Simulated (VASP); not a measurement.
# NaNb2 (Fm-3m) in VASP: a series of runs

The runs below take NaNb2 through single point, relaxation of cell and atoms, with PBE.

Everything below comes from runs of VASP 6.6.1. Logs are shortened: lines on timing, memory, paths and dates and some standing lists are left out, and cuts for length are marked.

**1. The cell of the first run**

Symmetry: Fm-3m, No. 225, cubic system. The conventional cell has a = 5.900 Å, b = 5.900 Å, c = 5.900 Å, α = 90.00°, β = 90.00°, γ = 90.00°. Na (site symmetry m-3m) has 8 Nb at 2.55 Å within 3.4 Å. Within 3.4 Å of Nb (site symmetry -43m) lie 4 Na at 2.55 Å and 6 Nb at 2.95 Å.

**2. Single point, PBE**

The input, INCAR:

```
SYSTEM = NaNb2
ALGO = Normal
EDIFF = 1E-7
ENCUT = 520
GGA = PE
ISIF = 2
ISMEAR = 0
LASPH = .TRUE.
LCHARG = .TRUE.
LELF = .TRUE.
LREAL = .FALSE.
LVHAR = .TRUE.
LWAVE = .FALSE.
NBANDS = 24
NELM = 100
PREC = Accurate
SIGMA = 0.1
```

The input, KPOINTS:

```
k-points
0
G
  6 6 6
  0 0 0
```

The input, POSCAR:

```
NaNb2
1.0
    0.0000000000      2.9498022278      2.9498022278
    2.9498022278      0.0000000000      2.9498022278
    2.9498022278      2.9498022278      0.0000000000
Na Nb
1 2
Direct
    0.0000000000      0.0000000000      0.0000000000
    0.2500000000      0.2500000000      0.2500000000
    0.7500000000      0.7500000000      0.7500000000
```

Potentials or basis: VASP PAW PBE potentials, release 64 (Na_pv, Nb_sv).

On the command line:

```bash
cat potpaw_PBE.64/Na_pv/POTCAR potpaw_PBE.64/Nb_sv/POTCAR > POTCAR
mpirun -np 1 vasp_std > vasp.out
```

OUTCAR:

```text
SYSTEM = NaNb2
   EDIFF = 1E-7
   ENCUT = 520
   GGA = PE
   ISIF = 2
   ISMEAR = 0
   LASPH = .TRUE.
   LREAL = .FALSE.
   NELM = 100
   PREC = Accurate

 ion  position               nearest neighbor table
   1  0.000  0.000  0.000-   3 2.55   2 2.55   3 2.55   2 2.55   3 2.55   3 2.55   2 2.55   2 2.55

   2  0.250  0.250  0.250-   1 2.55   1 2.55   1 2.55   1 2.55   3 2.95   3 2.95   3 2.95   3 2.95
                             3 2.95   3 2.95
   3  0.750  0.750  0.750-   1 2.55   1 2.55   1 2.55   1 2.55   2 2.95   2 2.95   2 2.95   2 2.95
                             2 2.95   2 2.95

  LATTYP: Found a face centered cubic cell.
 ALAT       =     5.8996044556

  Lattice vectors:

 A1 = (   0.0000000000,   2.9498022278,   2.9498022278)
 A2 = (   2.9498022278,   0.0000000000,   2.9498022278)
 A3 = (   2.9498022278,   2.9498022278,   0.0000000000)

Analysis of symmetry for initial positions (statically):
=====================================================================
 Subroutine PRICEL returns:
 Original cell was already a primitive cell.

 Routine SETGRP: Setting up the symmetry group for a
 face centered cubic supercell.

 Subroutine GETGRP returns: Found 48 space group operations
 (whereof 48 operations were pure point group operations)
 out of a pool of 48 trial point group operations.

The static configuration has the point symmetry O_h .

Analysis of symmetry for dynamics (positions and initial velocities):
=====================================================================
 Subroutine PRICEL returns:
 Original cell was already a primitive cell.

 Routine SETGRP: Setting up the symmetry group for a
 face centered cubic supercell.

 Subroutine GETGRP returns: Found 48 space group operations
 (whereof 48 operations were pure point group operations)
 out of a pool of 48 trial point group operations.

The dynamic configuration has the point symmetry O_h .

 Subroutine INISYM returns: Found 48 space group operations
 (whereof 48 operations are pure point group operations),
 and found     1 'primitive' translations

----------------------------------------------------------------------------------------

                                     Primitive cell

  volume of cell :      51.3344

  direct lattice vectors                    reciprocal lattice vectors
     0.000000000  2.949802228  2.949802228    -0.169502889  0.169502889  0.169502889
     2.949802228  0.000000000  2.949802228     0.169502889 -0.169502889  0.169502889
     2.949802228  2.949802228  0.000000000     0.169502889  0.169502889 -0.169502889

  length of vectors
     4.171650317  4.171650317  4.171650317     0.293587616  0.293587616  0.293587616

  position of ions in fractional coordinates (direct lattice)
     0.000000000  0.000000000  0.000000000
     0.250000000  0.250000000  0.250000000
     0.750000000  0.750000000  0.750000000

  ion indices of the primitive-cell ions
   primitive index   ion index
                 1           1
                 2           2
                 3           3

----------------------------------------------------------------------------------------

 KPOINTS: k-points

Automatic generation of k-mesh.
 Grid dimensions read from file:
 generate k-points for:    6    6    6

 Generating k-lattice:

  Cartesian coordinates                     Fractional coordinates (reciprocal lattice)
    -0.028250482  0.028250482  0.028250482     0.166666667  0.000000000  0.000000000
     0.028250482 -0.028250482  0.028250482     0.000000000  0.166666667  0.000000000
     0.028250482  0.028250482 -0.028250482     0.000000000  0.000000000  0.166666667

  Length of vectors
     0.048931269  0.048931269  0.048931269

  Shift w.r.t. Gamma in fractional coordinates (k-lattice)
     0.000000000  0.000000000  0.000000000

 Subroutine IBZKPT returns following result:
 ===========================================

 Found     16 irreducible k-points:

 Following reciprocal coordinates:
            Coordinates               Weight
  0.000000  0.000000  0.000000      1.000000
  0.166667  0.000000  0.000000      8.000000
  0.333333  0.000000  0.000000      8.000000
  0.500000  0.000000  0.000000      4.000000
  0.166667  0.166667  0.000000      6.000000
  0.333333  0.166667  0.000000     24.000000
[... 8 lines left out ...]
 -0.333333  0.333333  0.166667     24.000000
 -0.333333  0.500000  0.166667     12.000000
   k-points           NKPTS =     16   k-points in BZ     NKDIM =     16   number of bands    NBANDS=     24
   number of dos      NEDOS =    301   number of ions     NIONS =      3
   total plane-waves  NPLWV =  32768
   dimension x,y,z NGX =    32 NGY =   32 NGZ =   32
   dimension x,y,z NGXF=    64 NGYF=   64 NGZF=   64
   ions per type =               1   2
   NGX,Y,Z   is equivalent  to a cutoff of  12.75, 12.75, 12.75 a.u.
   NGXF,Y,Z  is equivalent  to a cutoff of  25.50, 25.50, 25.50 a.u.
 SYSTEM =  NaNb2
   PREC   = accura    normal or accurate (medium, high low for compatibility)
   ISTART =      0    job   : 0-new  1-cont  2-samecut
   ICHARG =      2    charge: 1-file 2-atom 10-const
   ISPIN  =      1    spin polarized calculation?
   LNONCOLLINEAR =      F non collinear calculations
   LSORBIT =      F    spin-orbit coupling
   LASPH  =      T    aspherical Exc in radial PAW
   ENCUT  =  520.0 eV  38.22 Ry    6.18 a.u.   7.76  7.76  7.76*2*pi/ulx,y,z
   NELM   =    100;   NELMIN=  2; NELMDL= -5     # of ELM steps
   EDIFF  = 0.1E-06   stopping-criterion for ELM
   LREAL  =      F    real-space projection
   EDIFFG = 0.1E-05   stopping-criterion for IOM
   NSW    =      0    number of steps for IOM
   IBRION =     -1    ionic relax: 0-MD 1-quasi-New 2-CG
   NFREE  =      0    steps in history (QN), initial steepest desc. (CG)
   ISIF   =      2    stress and relaxation
   ISYM   =      2    0-nonsym 1-usesym 2-fastsym
   POTIM  = 0.5000    time-step for ionic-motion
   TEBEG  =    0.0;   TEEND  =   0.0 temperature during run
   PSTRESS=    0.0 pullay stress
   NELECT =      33.0000    total number of electrons
   NUPDOWN=      -1.0000    fix difference up-down
   EMIN   =  10.00;   EMAX   =-10.00  energy-range for DOS
   EFERMI =   0.00;   METHOD = LEGACY
   ISMEAR =     0;   SIGMA  =   0.10  broadening in eV -4-tet -1-fermi 0-gaus
   EFERMI_NEDOS =   21; number of points for ismear=-14 and -15
   IALGO  =     38    algorithm
   IMIX   =      4    mixing-type and parameters
     AMIX     =   0.40;   BMIX     =  1.00
     AMIX_MAG =   1.60;   BMIX_MAG =  1.00
  volume/ion in A,a.u.               =      17.11       115.47
  Fermi-wavevector in a.u.,A,eV,Ry     =   1.412895  2.669985 27.160936  1.996273
  Thomas-Fermi vector in A             =   2.534597
   LORBIT       =      0    0 simple, 1 ext, 2 COOP (PROOUT), +10 PAW based schemes
   GGA     = PE    functional components
   LHFCALC =     F    Hartree Fock is set to
   AEXX    =    0.0000 exact exchange contribution
   IVDW    =     0    specifies the selected vdW correction
   LEPSILON=     F    determine dielectric tensor
   LRPA    =     F    only Hartree local field effects (RPA)
 non-spin polarized calculation
 Gauss-broadening in eV      SIGMA  =   0.10
  energy-cutoff  :      520.00
  volume of cell :       51.33
 maximum number of plane-waves:      1411
   NGX = 15   NGY = 15   NGZ = 15

 number of electron      33.0000011 magnetization

 Free energy of the ion-electron system (eV)
  ---------------------------------------------------
  ext. energy  EPLUGINS =         0.00000000
  ---------------------------------------------------
  free energy    TOTEN  =       -15.12512968 eV

  energy without entropy =      -15.10542970  energy(sigma->0) =      -15.11527969

 E-fermi :   8.9742     XC(G=0): -11.5839

 val. band max:        8.8805411017   @ k =   0.5000   0.3333   0.1667
 cond. band min:       8.9873771001   @ k =  -0.3333   0.3333   0.1667
 fundamental gap:      0.1068359984
 Fermi energy:         8.9742221443

 k-point     1 :       0.0000    0.0000    0.0000
  band No.  band energies     occupation
      1     -45.7586      2.00000
      2     -45.5371      2.00000
      3     -22.0314      2.00000
      4     -22.0314      2.00000
      5     -22.0314      2.00000
      6     -21.5039      2.00000
[... 16 lines left out ...]
     23      16.9462      0.00000
     24      16.9462      0.00000

 k-point     2 :       0.1667    0.0000    0.0000
  band No.  band energies     occupation
      1     -45.7438      2.00000
      2     -45.5518      2.00000
      3     -22.0121      2.00000
      4     -22.0007      2.00000
      5     -22.0007      2.00000
      6     -21.5438      2.00000
[... 16 lines left out ...]
     23      15.2064      0.00000
     24      18.3020      0.00000

 k-point     3 :       0.3333    0.0000    0.0000
  band No.  band energies     occupation
      1     -45.7033      2.00000
      2     -45.5923      2.00000
      3     -21.9384      2.00000
      4     -21.9138      2.00000
      5     -21.9138      2.00000
      6     -21.6494      2.00000
[... 16 lines left out ...]
     23      12.3939      0.00000
     24      19.4627      0.00000

 k-point     4 :       0.5000    0.0000    0.0000
  band No.  band energies     occupation
      1     -45.6483      2.00000
      2     -45.6473      2.00000
      3     -21.8120      2.00000
      4     -21.8009      2.00000
      5     -21.8009      2.00000
      6     -21.7945      2.00000
[... 16 lines left out ...]
     23      10.8539      0.00000
     24      19.8794      0.00000

 k-point     5 :       0.1667    0.1667    0.0000
  band No.  band energies     occupation
      1     -45.7402      2.00000
      2     -45.5553      2.00000
      3     -22.0637      2.00000
      4     -22.0637      2.00000
      5     -21.8679      2.00000
      6     -21.6871      2.00000
[... 235 lines left out ...]
 k-point    14 :       0.5000    0.3333    0.1667
  band No.  band energies     occupation
      1     -45.6847      2.00000
      2     -45.6103      2.00000
      3     -22.1457      2.00000
      4     -22.0249      2.00000
      5     -21.9535      2.00000
      6     -21.6312      2.00000
[... 16 lines left out ...]
     23      13.8312      0.00000
     24      15.7612      0.00000

 k-point    15 :      -0.3333    0.3333    0.1667
  band No.  band energies     occupation
      1     -45.6475      2.00000
      2     -45.6473      2.00000
      3     -22.1492      2.00000
      4     -22.1163      2.00000
      5     -21.8006      2.00000
      6     -21.7945      2.00000
[... 16 lines left out ...]
     23      11.8725      0.00000
     24      16.2474      0.00000

 k-point    16 :      -0.3333    0.5000    0.1667
  band No.  band energies     occupation
      1     -45.6660      2.00000
      2     -45.6284      2.00000
      3     -22.2070      2.00000
      4     -22.1625      2.00000
      5     -21.9808      2.00000
      6     -21.6125      2.00000
[... 16 lines left out ...]
     23      12.3307      0.00000
     24      15.3536      0.00000

------------------------ aborting loop because EDIFF is reached ----------------------------------------

  FORCE on cell =-STRESS in cart. coord.  units (eV):
  Direction    XX          YY          ZZ          XY          YZ          ZX
  --------------------------------------------------------------------------------------
  -------------------------------------------------------------------------------------
  Total        7.8052619      7.8052619      7.8052619      0.0000000     -0.0000000     -0.0000000
  in kB      243.6067802    243.6067802    243.6067802      0.0000000     -0.0000000     -0.0000000
  external PRESSURE =     243.6067802 kB  Pullay stress =       0.0000000 kB

 VOLUME and BASIS-vectors are now :
 -----------------------------------------------------------------------------
  energy-cutoff  :      520.00
  volume of cell :       51.33
      direct lattice vectors                 reciprocal lattice vectors
     0.000000000  2.949802228  2.949802228    -0.169502889  0.169502889  0.169502889
     2.949802228  0.000000000  2.949802228     0.169502889 -0.169502889  0.169502889
     2.949802228  2.949802228  0.000000000     0.169502889  0.169502889 -0.169502889

 POSITION                                       TOTAL-FORCE (eV/Angst)
 -----------------------------------------------------------------------------------
      0.00000      0.00000      0.00000        -0.000000     -0.000000      0.000000
      1.47490      1.47490      1.47490        -0.000000     -0.000000     -0.000000
      4.42470      4.42470      4.42470         0.000000      0.000000      0.000000
 -----------------------------------------------------------------------------------
    total drift:                                0.000000     -0.000000      0.000000

  FREE ENERGIE OF THE ION-ELECTRON SYSTEM (eV)
  ---------------------------------------------------
  free  energy   TOTEN  =       -15.1251296828 eV

  energy  without entropy=      -15.1054297018  energy(sigma->0) =      -15.11527969
```

Wall time 14 s (1 thread of Intel Xeon Platinum 8488C (Sapphire Rapids), shared host); peak memory 0.17 GiB.

What came out:

* Free energy: -15.1251 eV
* Pressure: 24.4 GPa

**3. Single point, PBE**

This run uses another cell than the first one, of 21.17 Å³/atom, 1.237 times its volume.

The input, INCAR:

```
SYSTEM = NaNb2
PREC = Accurate
ENCUT = 520
EDIFF = 1E-7
ISMEAR = 0
SIGMA = 0.1
LREAL = .False.
LASPH = .True.
NELM = 100
ALGO = Normal
ISIF = 2
LWAVE = .False.
LCHARG = .False.
GGA = PE
NBANDS = 24
```

The input, KPOINTS:

```
Automatic mesh
0
Gamma
  6 6 6
  0 0 0
```

The input, POSCAR:

```
NaNb2
1.0
    0.0000000000      3.1666454277      3.1666454277
    3.1666454277      0.0000000000      3.1666454277
    3.1666454277      3.1666454277      0.0000000000
Na Nb
1 2
Direct
    0.0000000000      0.0000000000      0.0000000000
    0.2500000000      0.2500000000      0.2500000000
    0.7500000000      0.7500000000      0.7500000000
```

Potentials or basis: VASP PAW PBE potentials, release 64 (Na_pv, Nb_sv).

On the command line:

```bash
cat potpaw_PBE.64/Na_pv/POTCAR potpaw_PBE.64/Nb_sv/POTCAR > POTCAR
mpirun -np 1 vasp_std > vasp.out
```

Run time: 20 s. Hardware: 1 thread of Intel Xeon Platinum 8488C (Sapphire Rapids), shared host; peak memory 0.2 GiB.

It converged, with:

| Property | Result |
| --- | --- |
| Free energy | -15.9163 eV |
| Pressure | 0.1 GPa |

Levels at points of the mesh, in eV from the Fermi level:
```tsv
k point	band 14	band 15	band 16	band 17	band 18	band 19	band 20	band 21
(0.00, 0.00, 0.00)	-1.84	-1.45	-1.45	-1.45	2.62	2.62	2.62	4.04
(0.50, 0.00, 0.00)	-0.26	-0.26	-0.26	-0.26	0.79	0.79	0.90	0.90
(0.50, 0.50, 0.00)	-1.23	-1.23	-0.19	1.00	1.00	1.19	1.19	2.84
```

(Part 1 of 2 ends here.)
